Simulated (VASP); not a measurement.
# BeTe (F-43m) in VASP: notebook, part 2 of 2

VASP 6.6.1.

## Step 3: Electric field gradients, r2SCAN

This run uses another cell than the first one, of 22.70 Å³/atom, 1.042 times its volume.

Input file POSCAR:

```
BeTe
1.0
    0.0000000000      2.8314587876      2.8314587876
    2.8314587876      0.0000000000      2.8314587876
    2.8314587876      2.8314587876      0.0000000000
Be Te
1 1
Direct
    0.0000000000      0.0000000000      0.0000000000
    0.2500000000      0.2500000000      0.2500000000
```

Input file INCAR.step1:

```
SYSTEM = BeTe
PREC = Accurate
ENCUT = 520
ISMEAR = -1
SIGMA = 0.02
LREAL = .False.
LASPH = .True.
NELM = 100
NBANDS = 11
GGA = PE
ALGO = Normal
EDIFF = 1E-4
LWAVE = .True.
LCHARG = .False.
```

Input file INCAR.step2:

```
SYSTEM = BeTe
PREC = Accurate
ENCUT = 520
EDIFF = 1E-8
ISMEAR = -1
SIGMA = 0.02
LREAL = .False.
LASPH = .True.
NELM = 100
ALGO = Normal
ISIF = 2
LWAVE = .False.
LCHARG = .False.
METAGGA = R2SCAN
LMIXTAU = .True.
LEFG = .True.
NBANDS = 11
ISTART = 1
```

Input file KPOINTS:

```
regular mesh
0
Gamma
  8 8 8
  0 0 0
```

Potentials or basis: VASP PAW PBE potentials, release 64 (Be, Te).

Run with:

```sh
$ cat potpaw_PBE.64/Be/POTCAR potpaw_PBE.64/Te/POTCAR > POTCAR
$ cp INCAR.step1 INCAR
$ mpirun -np 1 vasp_std > vasp.out
$ cp INCAR.step2 INCAR
$ mpirun -np 1 vasp_std > vasp.out
```

OUTCAR:

```text
SYSTEM = BeTe
   PREC = Accurate
   ENCUT = 520
   EDIFF = 1E-8
   ISMEAR = -1
   LREAL = .False.
   LASPH = .True.
   NELM = 100
   ISIF = 2
   METAGGA = R2SCAN
   ISTART = 1

 ion  position               nearest neighbor table
   1  0.000  0.000  0.000-   2 2.45   2 2.45   2 2.45   2 2.45
   2  0.250  0.250  0.250-   1 2.45   1 2.45   1 2.45   1 2.45

  LATTYP: Found a face centered cubic cell.
 ALAT       =     5.6629175752

  Lattice vectors:

 A1 = (   0.0000000000,   2.8314587876,   2.8314587876)
 A2 = (   2.8314587876,   0.0000000000,   2.8314587876)
 A3 = (   2.8314587876,   2.8314587876,   0.0000000000)

Analysis of symmetry for initial positions (statically):
=====================================================================
 Subroutine PRICEL returns:
 Original cell was already a primitive cell.

 Routine SETGRP: Setting up the symmetry group for a
 face centered cubic supercell.

 Subroutine GETGRP returns: Found 24 space group operations
 (whereof 24 operations were pure point group operations)
 out of a pool of 48 trial point group operations.

The static configuration has the point symmetry T_d .

Analysis of symmetry for dynamics (positions and initial velocities):
=====================================================================
 Subroutine PRICEL returns:
 Original cell was already a primitive cell.

 Routine SETGRP: Setting up the symmetry group for a
 face centered cubic supercell.

 Subroutine GETGRP returns: Found 24 space group operations
 (whereof 24 operations were pure point group operations)
 out of a pool of 48 trial point group operations.

The dynamic configuration has the point symmetry T_d .
[... 479 lines left out ...]
      2      -0.4777      2.00000
      3       1.8206      2.00000
      4       2.8345      2.00000
      5       9.4391      0.00000
      6       9.5368      0.00000
      7      11.9745      0.00000
      8      13.1278      0.00000
      9      13.7842      0.00000
     10      17.0243      0.00000
     11      17.3886      0.00000

 [... further k-points ...]

------------------------ aborting loop because EDIFF is reached ----------------------------------------

  FORCE on cell =-STRESS in cart. coord.  units (eV):
  Direction    XX          YY          ZZ          XY          YZ          ZX
  --------------------------------------------------------------------------------------
  -------------------------------------------------------------------------------------
  Total       -0.0023262     -0.0023262     -0.0023262      0.0000000      0.0000000      0.0000000
  in kB       -0.0820920     -0.0820920     -0.0820920      0.0000000      0.0000000      0.0000000
  external PRESSURE =      -0.0820920 kB  Pullay stress =       0.0000000 kB

 VOLUME and BASIS-vectors are now :
 -----------------------------------------------------------------------------
  energy-cutoff  :      520.00
  volume of cell :       45.40
      direct lattice vectors                 reciprocal lattice vectors
     0.000000000  2.831458788  2.831458788    -0.176587419  0.176587419  0.176587419
     2.831458788  0.000000000  2.831458788     0.176587419 -0.176587419  0.176587419
     2.831458788  2.831458788  0.000000000     0.176587419  0.176587419 -0.176587419

 POSITION                                       TOTAL-FORCE (eV/Angst)
 -----------------------------------------------------------------------------------
      0.00000      0.00000      0.00000        -0.000000     -0.000000     -0.000000
      1.41573      1.41573      1.41573         0.000000      0.000000      0.000000
 -----------------------------------------------------------------------------------
    total drift:                                0.000000      0.000000      0.000000

  FREE ENERGIE OF THE ION-ELECTRON SYSTEM (eV)
  ---------------------------------------------------
  free  energy   TOTEN  =       -30.6849957333 eV

  energy  without entropy=      -30.6849957333  energy(sigma->0) =      -30.68499573

 Electric field gradients (V/A^2)
---------------------------------------------------------------------
 ion       V_xx      V_yy      V_zz      V_xy      V_xz      V_yz
---------------------------------------------------------------------
   1       0.000     0.000    -0.000    -0.000    -0.000    -0.000
   2       0.000    -0.000    -0.000     0.000     0.000     0.000
---------------------------------------------------------------------

 Electric field gradients after diagonalization (V/A^2)
 (convention: |V_zz| > |V_xx| > |V_yy|)
----------------------------------------------------------------------
 ion       V_xx      V_yy      V_zz     asymmetry (V_yy - V_xx)/ V_zz
----------------------------------------------------------------------
   1       0.000     0.000    -0.000       0.000
   2      -0.000    -0.000     0.000       0.000
----------------------------------------------------------------------

           NMR quadrupolar parameters

 Cq : quadrupolar parameter    Cq=e*Q*V_zz/h
 eta: asymmetry parameters     (V_yy - V_xx)/ V_zz
 Q  : nuclear electric quadrupole moment in mb (millibarn)
----------------------------------------------------------------------
 ion       Cq(MHz)       eta       Q (mb)
----------------------------------------------------------------------
   1      -0.000       0.000       1.000
   2       0.000       0.000       1.000
----------------------------------------------------------------------
```

OUTCAR.step1:

```text
SYSTEM = BeTe
   PREC = Accurate
   ENCUT = 520
   ISMEAR = -1
   LREAL = .False.
   LASPH = .True.
[... 557 lines left out ...]
      0.00000      0.00000      0.00000         0.000000     -0.000000      0.000000
      1.41573      1.41573      1.41573        -0.000000      0.000000     -0.000000
 -----------------------------------------------------------------------------------
    total drift:                                0.000000      0.000000      0.000000

  FREE ENERGIE OF THE ION-ELECTRON SYSTEM (eV)
  ---------------------------------------------------
  free  energy   TOTEN  =        -7.6244380095 eV

  energy  without entropy=       -7.6244380095  energy(sigma->0) =       -7.62443801
```

OSZICAR.step1:

```text
N       E                     dE             d eps       ncg     rms          rms(c)
DAV:   1     0.190142848627E+02    0.19014E+02   -0.31584E+03   638   0.576E+02
DAV:   2    -0.656602442905E+01   -0.25580E+02   -0.24051E+02   839   0.911E+01
DAV:   3    -0.773279169998E+01   -0.11668E+01   -0.11644E+01   825   0.203E+01
DAV:   4    -0.774513808083E+01   -0.12346E-01   -0.12346E-01   800   0.247E+00
DAV:   5    -0.774536567634E+01   -0.22760E-03   -0.22759E-03   793   0.312E-01    0.403E+00
DAV:   6    -0.765179037810E+01    0.93575E-01   -0.10887E-01   754   0.132E+00    0.242E+00
DAV:   7    -0.762341789734E+01    0.28372E-01   -0.95338E-02   734   0.135E+00    0.454E-01
DAV:   8    -0.762412794307E+01   -0.71005E-03   -0.59172E-03   716   0.441E-01    0.749E-02
DAV:   9    -0.762437274360E+01   -0.24480E-03   -0.31377E-04   782   0.104E-01    0.300E-02
DAV:  10    -0.762443800953E+01   -0.65266E-04   -0.80382E-05   694   0.462E-02
   1 F= -.76244380E+01 E0= -.76244380E+01  d E =-.145108E-10
```

It took 1.8 min on 1 thread of Intel Xeon 8259CL, shared host; peak memory 0.18 GiB.

Results:

```
Free energy            : -30.6850 eV
Pressure               : 0.0 GPa
Band gap on the k mesh : 2.38 eV, indirect (least direct gap 4.03 eV)
```

Caveat: without QUAD_EFG the Cq values of the log hold for a quadrupole moment of 1 mb, not for the nuclei; the PAW data sets were made with another functional, which shifts forces and pressure a little; spin-orbit coupling is left out, which moves the levels of the heavy elements.

## Step 4: Electric field gradients, r2SCAN

This run uses another cell than the first one, of 22.70 Å³/atom, 1.042 times its volume.

POSCAR is that of step 3.

Input file INCAR.step1:

```
ALGO = Normal ; EDIFF = 1E-4
ENCUT = 520 ; GGA = PE
ISMEAR = -1 ; LASPH = True
LCHARG = False ; LREAL = False
LWAVE = True ; NBANDS = 11
NELM = 100 ; PREC = Accurate
SIGMA = 0.02
```

Input file INCAR.step2:

```
ALGO = Normal ; EDIFF = 1E-8
ENCUT = 520 ; ISIF = 2
ISMEAR = -1 ; ISTART = 1
LASPH = True ; LCHARG = False
LEFG = True ; LMIXTAU = True
LREAL = False ; LWAVE = False
METAGGA = R2SCAN ; NBANDS = 11
NELM = 100 ; PREC = Accurate
SIGMA = 0.02
```

Input file KPOINTS:

```
k-points
0
Gamma
  8 8 8
```

Potentials or basis: VASP PAW PBE potentials, release 64 (Be, Te).

Run with:

```sh
$ cat potpaw_PBE.64/Be/POTCAR potpaw_PBE.64/Te/POTCAR > POTCAR
$ cp INCAR.step1 INCAR
$ mpirun -np 1 vasp_std > vasp.out
$ cp INCAR.step2 INCAR
$ mpirun -np 1 vasp_std > vasp.out
```

OUTCAR:

```text
EDIFF = 1E-8
   ENCUT = 520
   ISIF = 2
   ISMEAR = -1
   ISTART = 1
   LASPH = True
   LREAL = False
   METAGGA = R2SCAN
   NELM = 100
   PREC = Accurate

 ion  position               nearest neighbor table
   1  0.000  0.000  0.000-   2 2.45   2 2.45   2 2.45   2 2.45
   2  0.250  0.250  0.250-   1 2.45   1 2.45   1 2.45   1 2.45

  LATTYP: Found a face centered cubic cell.
 ALAT       =     5.6629175752

  Lattice vectors:

 A1 = (   0.0000000000,   2.8314587876,   2.8314587876)
 A2 = (   2.8314587876,   0.0000000000,   2.8314587876)
 A3 = (   2.8314587876,   2.8314587876,   0.0000000000)

Analysis of symmetry for initial positions (statically):
=====================================================================
 Subroutine PRICEL returns:
 Original cell was already a primitive cell.

 Routine SETGRP: Setting up the symmetry group for a
 face centered cubic supercell.

[... 524 lines left out ...]
  volume of cell :       45.40
      direct lattice vectors                 reciprocal lattice vectors
     0.000000000  2.831458788  2.831458788    -0.176587419  0.176587419  0.176587419
     2.831458788  0.000000000  2.831458788     0.176587419 -0.176587419  0.176587419
     2.831458788  2.831458788  0.000000000     0.176587419  0.176587419 -0.176587419

 POSITION                                       TOTAL-FORCE (eV/Angst)
 -----------------------------------------------------------------------------------
      0.00000      0.00000      0.00000        -0.000000     -0.000000     -0.000000
      1.41573      1.41573      1.41573         0.000000      0.000000      0.000000
 -----------------------------------------------------------------------------------
    total drift:                                0.000000      0.000000      0.000000

  FREE ENERGIE OF THE ION-ELECTRON SYSTEM (eV)
  ---------------------------------------------------
  free  energy   TOTEN  =       -30.6849957333 eV

  energy  without entropy=      -30.6849957333  energy(sigma->0) =      -30.68499573

 Electric field gradients (V/A^2)
---------------------------------------------------------------------
 ion       V_xx      V_yy      V_zz      V_xy      V_xz      V_yz
---------------------------------------------------------------------
   1       0.000     0.000    -0.000    -0.000    -0.000    -0.000
   2       0.000    -0.000    -0.000     0.000     0.000     0.000
---------------------------------------------------------------------

 Electric field gradients after diagonalization (V/A^2)
 (convention: |V_zz| > |V_xx| > |V_yy|)
----------------------------------------------------------------------
 ion       V_xx      V_yy      V_zz     asymmetry (V_yy - V_xx)/ V_zz
----------------------------------------------------------------------
   1       0.000     0.000    -0.000       0.000
   2      -0.000    -0.000     0.000       0.000
----------------------------------------------------------------------

           NMR quadrupolar parameters

 Cq : quadrupolar parameter    Cq=e*Q*V_zz/h
 eta: asymmetry parameters     (V_yy - V_xx)/ V_zz
 Q  : nuclear electric quadrupole moment in mb (millibarn)
----------------------------------------------------------------------
 ion       Cq(MHz)       eta       Q (mb)
----------------------------------------------------------------------
   1      -0.000       0.000       1.000
   2       0.000       0.000       1.000
----------------------------------------------------------------------
```

OUTCAR.step1:

```text
EDIFF = 1E-4
   ENCUT = 520
   GGA = PE
   ISMEAR = -1
   LASPH = True
[... 557 lines left out ...]
      0.00000      0.00000      0.00000         0.000000     -0.000000      0.000000
      1.41573      1.41573      1.41573        -0.000000      0.000000     -0.000000
 -----------------------------------------------------------------------------------
    total drift:                                0.000000      0.000000      0.000000

  FREE ENERGIE OF THE ION-ELECTRON SYSTEM (eV)
  ---------------------------------------------------
  free  energy   TOTEN  =        -7.6244380095 eV

  energy  without entropy=       -7.6244380095  energy(sigma->0) =       -7.62443801
```

Run time: 99 s. Hardware: 1 thread of Intel Xeon 8259CL, shared host; peak memory 0.18 GiB.

What came out:

| Item | Value |
| --- | --- |
| Free energy | -30.6850 eV |
| Pressure | 0.0 GPa |
| Band gap on the k mesh | 2.38 eV, indirect (least direct gap 4.03 eV) |

Caveat: without QUAD_EFG the Cq values of the log hold for a quadrupole moment of 1 mb, not for the nuclei; the PAW data sets were made with another functional, which shifts forces and pressure a little; spin-orbit coupling is left out, which moves the levels of the heavy elements.

## Step 5: Electric field gradients, r2SCAN (volume scaled by 1.04)

Input file POSCAR:

```
BeTe
1.0
    0.0000000000      2.8687190972      2.8687190972
    2.8687190972      0.0000000000      2.8687190972
    2.8687190972      2.8687190972      0.0000000000
Be Te
1 1
Direct
    0.0000000000      0.0000000000      0.0000000000
    0.2500000000      0.2500000000      0.2500000000
```

Input file INCAR.step1:

```
SYSTEM = BeTe
PREC = Accurate
ENCUT = 520
ISMEAR = -1
SIGMA = 0.02
LREAL = .FALSE.
LASPH = .TRUE.
NELM = 100
NBANDS = 11
GGA = PE
ALGO = Normal
EDIFF = 1E-4
LWAVE = .TRUE.
LCHARG = .FALSE.
```

Input file INCAR.step2:

```
SYSTEM = BeTe
PREC = Accurate
ENCUT = 520
EDIFF = 1E-8
ISMEAR = -1
SIGMA = 0.02
LREAL = .FALSE.
LASPH = .TRUE.
NELM = 100
ALGO = Normal
ISIF = 2
LWAVE = .FALSE.
LCHARG = .FALSE.
METAGGA = R2SCAN
LMIXTAU = .TRUE.
LEFG = .TRUE.
NBANDS = 11
ISTART = 1
```

Input file KPOINTS:

```
regular mesh
0
G
  8 8 8
  0 0 0
```

Potentials or basis: VASP PAW PBE potentials, release 64 (Be, Te).

Run with:

```sh
$ cat potpaw_PBE.64/Be/POTCAR potpaw_PBE.64/Te/POTCAR > POTCAR
$ cp INCAR.step1 INCAR
$ mpirun -np 1 vasp_std > vasp.out
$ cp INCAR.step2 INCAR
$ mpirun -np 1 vasp_std > vasp.out
```

OUTCAR:

```text
SYSTEM = BeTe
   PREC = Accurate
   ENCUT = 520
   EDIFF = 1E-8
   ISMEAR = -1
   LREAL = .FALSE.
   LASPH = .TRUE.
   NELM = 100
   ISIF = 2
   METAGGA = R2SCAN
   ISTART = 1

 ion  position               nearest neighbor table
   1  0.000  0.000  0.000-   2 2.48   2 2.48   2 2.48   2 2.48
   2  0.250  0.250  0.250-   1 2.48   1 2.48   1 2.48   1 2.48

  LATTYP: Found a face centered cubic cell.
 ALAT       =     5.7374381944

  Lattice vectors:

 A1 = (   0.0000000000,   2.8687190972,   2.8687190972)
 A2 = (   2.8687190972,   0.0000000000,   2.8687190972)
[... 548 lines left out ...]
  free  energy   TOTEN  =       -30.6723241407 eV

  energy  without entropy=      -30.6723241406  energy(sigma->0) =      -30.67232414

 Electric field gradients (V/A^2)
---------------------------------------------------------------------
 ion       V_xx      V_yy      V_zz      V_xy      V_xz      V_yz
---------------------------------------------------------------------
   1      -0.000    -0.000    -0.000    -0.000    -0.000    -0.000
   2      -0.000     0.000    -0.000     0.000     0.000     0.000
---------------------------------------------------------------------

 Electric field gradients after diagonalization (V/A^2)
 (convention: |V_zz| > |V_xx| > |V_yy|)
----------------------------------------------------------------------
 ion       V_xx      V_yy      V_zz     asymmetry (V_yy - V_xx)/ V_zz
----------------------------------------------------------------------
   1       0.000     0.000    -0.000       0.000
   2      -0.000    -0.000     0.000       0.000
----------------------------------------------------------------------

           NMR quadrupolar parameters

 Cq : quadrupolar parameter    Cq=e*Q*V_zz/h
 eta: asymmetry parameters     (V_yy - V_xx)/ V_zz
 Q  : nuclear electric quadrupole moment in mb (millibarn)
----------------------------------------------------------------------
 ion       Cq(MHz)       eta       Q (mb)
----------------------------------------------------------------------
   1      -0.000       0.000       1.000
   2       0.000       0.000       1.000
----------------------------------------------------------------------
```

OSZICAR.step1:

```text
N       E                     dE             d eps       ncg     rms          rms(c)
DAV:   1     0.185482055483E+02    0.18548E+02   -0.32755E+03   638   0.576E+02
DAV:   2    -0.658747374576E+01   -0.25136E+02   -0.24132E+02   818   0.923E+01
DAV:   3    -0.769529998757E+01   -0.11078E+01   -0.11051E+01   837   0.202E+01
DAV:   4    -0.770783701004E+01   -0.12537E-01   -0.12536E-01   756   0.240E+00
DAV:   5    -0.770811328566E+01   -0.27628E-03   -0.27627E-03   827   0.354E-01    0.380E+00
DAV:   6    -0.763582745054E+01    0.72286E-01   -0.79950E-02   737   0.113E+00    0.230E+00
DAV:   7    -0.761309208590E+01    0.22735E-01   -0.80155E-02   743   0.124E+00    0.380E-01
DAV:   8    -0.761386826078E+01   -0.77617E-03   -0.50630E-03   715   0.400E-01    0.662E-02
DAV:   9    -0.761411102051E+01   -0.24276E-03   -0.28609E-04   761   0.995E-02    0.252E-02
DAV:  10    -0.761417164996E+01   -0.60629E-04   -0.73220E-05   706   0.437E-02
   1 F= -.76141716E+01 E0= -.76141716E+01  d E =-.249109E-11
```

It took 2.4 min on 1 thread of Intel Xeon 8259CL, shared host; peak memory 0.18 GiB.

Results:

```
Free energy            : -30.6723 eV
Pressure               : -2.2 GPa
Band gap on the k mesh : 2.47 eV, indirect (least direct gap 4.07 eV)
```

Caveat: the cell differs from its parent crystal (volume scaled by 1.04); without QUAD_EFG the Cq values of the log hold for a quadrupole moment of 1 mb, not for the nuclei; the PAW data sets were made with another functional, which shifts forces and pressure a little; spin-orbit coupling is left out, which moves the levels of the heavy elements. A k mesh can miss the band edges.

## Step 6: Summary

```tsv
cell	gap on the mesh (eV)	pressure (GPa)
a = 3.950 Å, angles 60.0°, 2 atoms	2.27	2.6
a = 4.004 Å, angles 60.0°, 2 atoms	2.38	0.0
a = 4.057 Å, angles 60.0°, 2 atoms	2.47	-2.2
```

Alike in all rows: task electric field gradients; level r2SCAN; potentials or basis VASP PAW PBE potentials, release 64 (Be, Te); no spin polarisation; k mesh 8 × 8 × 8; cutoff (eV) 520; smearing fermi-dirac 0.02 eV.

Caveats: the PAW data sets were made with another functional, which shifts forces and pressure a little; spin-orbit coupling is left out, which moves the levels of the heavy elements.

Total energies depend on the potentials used, so only differences within one code and one set of settings carry meaning.
